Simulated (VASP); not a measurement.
A run of VASP 6.6.1:

The input INCAR:

```
SYSTEM = Al2Pt
PREC = Accurate
ENCUT = 520
EDIFF = 1E-6
ISMEAR = 0
SIGMA = 0.05
LREAL = .FALSE.
LASPH = .TRUE.
NELM = 60
ALGO = Normal
ISIF = 2
LWAVE = .FALSE.
LCHARG = .FALSE.
GGA = PE
NBANDS = 15
```

The input KPOINTS:

```
regular mesh
0
G
  10 10 10
  0 0 0
```

POSCAR

```
Al2Pt
1.0
    0.0000000000      2.9550000000      2.9550000000
    2.9550000000      0.0000000000      2.9550000000
    2.9550000000      2.9550000000      0.0000000000
Al Pt
2 1
Direct
    0.2500000000      0.2500000000      0.2500000000
    0.7500000000      0.7500000000      0.7500000000
    0.0000000000      0.0000000000      0.0000000000
```

Potentials or basis: VASP PAW PBE potentials, release 64 (Al, Pt).

The run is started by

```console
$ cat potpaw_PBE.64/Al/POTCAR potpaw_PBE.64/Pt/POTCAR > POTCAR
$ mpirun -np 1 vasp_std > vasp.out
```

Hardware: 1 thread of Intel(R) Xeon(R) 6975P-C (Granite Rapids), on a shared host.

Estimate the wall time of this run.

Wall time 16 s on 1 thread of Intel(R) Xeon(R) 6975P-C (Granite Rapids), with other jobs on the host, peak memory 0.19 GiB. Counts: scf iterations 13, k points 47.
